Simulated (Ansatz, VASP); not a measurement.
Two plane-wave programs on Li4BH

```
Li B H
1.0
     2.69645    0.00000    0.00000
    -1.34822    2.33519    0.00000
     0.00000    0.00000   11.14341
Li B H
4 1 1
Direct
  0.33333 0.66667 0.84629
  0.66667 0.33333 0.15371
  0.33333 0.66667 0.39438
  0.66667 0.33333 0.60562
  0.00000 0.00000 0.00000
  0.00000 0.00000 0.50000
```

Alike in both runs: functional PBE; k mesh 6 × 6 × 2; occupations gaussian, width 0.1 eV; no spin polarisation.

Ansatz relaxed the structure, and its values are those at the end. VASP's run is a single point on that final structure, the one shown.

```csv
,VASP,Ansatz
version,VASP 6.6.1,Ansatz 0.2.0
potentials or method,"VASP PAW PBE potentials, release 64 (Li_sv, B, H), cutoff 520 eV","scalar-relativistic, plane waves, PAW"
valence electrons in the cell,16,16
```

VASP gave:

```
gap on the k mesh at the Fermi level (eV) : none
rms of the force components (eV/Å)        : 0.007
```

Problem. Which values does Ansatz return?

Solution. gap on the k mesh at the Fermi level (eV): none; rms of the force components (eV/Å): 0.008.

A gap of «none» marks a metal or a gap that the smearing closes. The functional is the same, so the differences come from potentials, cutoffs and numerics.

The k mesh is coarse, so the values compare programs but aren't converged. Noted on VASP's run: the cutoff is under 1.25 times that of the potentials, so the pressure is a little rough.
